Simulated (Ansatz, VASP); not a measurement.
**One calculation of Hf2O, two programs**

```
Hf O
1.0
    -1.52791    2.94433    3.69192
     1.52791   -2.94433    3.69192
     1.52791    2.94433   -3.69192
Hf O
2 1
Direct
  0.75764 0.75764 0.00000
  0.24236 0.24236 0.00000
  0.50000 0.50000 0.00000
```

Alike in both runs: functional PBE; k mesh 7 × 7 × 7; occupations gaussian, width 0.2 eV; no spin polarisation.

Ansatz relaxed the structure, and its values are those at the end. VASP's run is a single point on that final structure, the one shown.

|  | VASP | Ansatz |
| --- | --- | --- |
| version | VASP 6.6.1 | Ansatz 0.2.0 |
| potentials or method | VASP PAW PBE potentials, release 64 (Hf_pv, O), cutoff 520 eV | scalar-relativistic, plane waves, PAW |
| valence electrons in the cell | 26 | 58 |

```csv
,VASP,Ansatz,Ansatz less VASP
gap on the k mesh at the Fermi level (eV),none,none,-
pressure (GPa),-0.2,0.4,+0.59
rms of the force components (eV/Å),0.046,0.010,-0.0355
```

A gap of «none» marks a metal or a gap that the smearing closes. The functional is the same, so the differences come from potentials, cutoffs and numerics. VASP's potentials hold 26 valence electrons a cell and Ansatz's 58, so a difference there can come from the potentials and not from the codes.

Neither program's run includes spin-orbit coupling.
